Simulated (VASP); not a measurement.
BP:

```
B P
1.0
     0.00000    2.26832    2.26832
     2.26832    0.00000    2.26832
     2.26832    2.26832    0.00000
B P
1 1
Direct
  0.00000 0.00000 0.00000
  0.25000 0.25000 0.25000
```

Base run:

- Program: VASP 6.6.1
- Functional: PBE
- Potentials or basis: VASP PAW PBE potentials, release 64 (B, P)
- Cutoff: 520 eV
- k mesh: 6 × 6 × 6
- Occupations: gaussian, width 0.01 eV
- Spin: no spin polarisation

Its results: band gap on the k mesh 1.33 eV, indirect (least direct gap 3.40 eV); pressure 1.2 GPa.

After a change of settings the same cell gave: band gap on the k mesh 1.29 eV, indirect (least direct gap 3.38 eV); pressure -5.1 GPa. Which change was it?
A. k mesh from 6 × 6 × 6 to 8 × 8 × 8; further incar settings from ALGO = Normal; EDIFF = 1e-06; NBANDS = 11 to ALGO = Normal; EDIFF = 1e-07; NBANDS = 11
B. functional from PBE to HSE06; further incar settings from ALGO = Normal; EDIFF = 1e-06; NBANDS = 11 to ALGO = Normal; EDIFF = 1e-07; NBANDS = 11
C. functional from PBE to LDA; potentials or basis from VASP PAW PBE potentials, release 64 (B, P) to VASP PAW LDA potentials, release 64 (B, P)
D. functional from PBE to r2SCAN

C.
